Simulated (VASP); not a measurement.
Al, 1 atom in the cell. The structure is tetragonal, space group I4/mmm (No. 139). Conventional cell: a = 2.912 Å, b = 2.912 Å, c = 3.927 Å, α = 90.00°, β = 90.00°, γ = 90.00°. Al (site symmetry 4/mmm) has 12 Al at 2.85 to 2.91 Å within 3.7 Å.  This cell differs from its parent crystal: volume 16.650 Å^3 an atom, c/a of the conventional cell 1.3484.

```yaml
Program: VASP 6.6.1
Task: single point
Functional: LDA
Potentials_or_basis: VASP PAW LDA potentials, release 64 (Al)
Cutoff: 520 eV
k_mesh: 22 × 22 × 22
Occupations: gaussian, width 0.15 eV
Spin: no spin polarisation
Dipole_correction: no
Further_INCAR_settings: ALGO = Fast; EDIFF = 1e-07; NBANDS = 8
```

Potentials or basis: VASP PAW LDA potentials, release 64 (Al).

Run with:

```console
$ cat potpaw_LDA.64/Al/POTCAR > POTCAR
$ mpirun -np 1 vasp_std > vasp.out
```

Hardware: 1 thread of Intel(R) Xeon(R) 6975P-C (Granite Rapids), on a shared host.

Task: Estimate the wall time of this run.

Result: Run time: 31 s on 1 thread of Intel(R) Xeon(R) 6975P-C (Granite Rapids) (shared host), peak memory 0.2 GiB. Counts: scf iterations 11, k points 834.
